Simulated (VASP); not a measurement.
Here is a VASP 6.6.1 calculation.

Contents of INCAR:

```
PREC = Accurate ; ENCUT = 520
EDIFF = 1E-8 ; ISMEAR = -1
SIGMA = 0.05 ; LREAL = F
LASPH = T ; NELM = 60
ALGO = Normal ; ISIF = 2
LWAVE = F ; LCHARG = F
GGA = CA ; LEFG = T
NBANDS = 33
```

Contents of KPOINTS:

```
Automatic mesh
0
Gamma
  7 7 10
```

Contents of POSCAR:

```
TiO2
1.0
    4.5940000000      0.0000000000      0.0000000000
    0.0000000000      4.5940000000      0.0000000000
    0.0000000000      0.0000000000      2.9294100000
Ti O
2 4
Direct
    0.0000000000      0.0000000000      0.0000000000
    0.5000000000      0.5000000000      0.5000000000
    0.3060000000      0.3060000000      0.0000000000
    0.1940000000      0.8060000000      0.5000000000
    0.6940000000      0.6940000000      0.0000000000
    0.8060000000      0.1940000000      0.5000000000
```

Potentials or basis: VASP PAW LDA potentials, release 64 (Ti_sv, O).

Command:

```sh
$ cat potpaw_LDA.64/Ti_sv/POTCAR potpaw_LDA.64/O/POTCAR > POTCAR
$ mpirun -np 1 vasp_std > vasp.out
```

Estimate the pressure.

-3.9 GPa.

Estimate the band gap on the k mesh.

1.87 eV.

Estimate the largest force.

0.198 eV/Å.

Electric field gradients, principal values (V/Å²):
```tsv
atom	least	middle	greatest (by size)
1 Ti	0.189	27.251	-27.441
2 Ti	0.189	27.251	-27.441
3 O	-4.784	-15.107	19.891
4 O	-4.784	-15.107	19.891
5 O	-4.784	-15.107	19.891
6 O	-4.784	-15.107	19.891
```

Caveat: the cell differs from its parent crystal (zz strain of -1 %); the cell stands under tension; without QUAD_EFG the Cq values of the log hold for a quadrupole moment of 1 mb, not for the nuclei; an odd mesh through Γ misses points on the zone boundary, where band edges can lie.
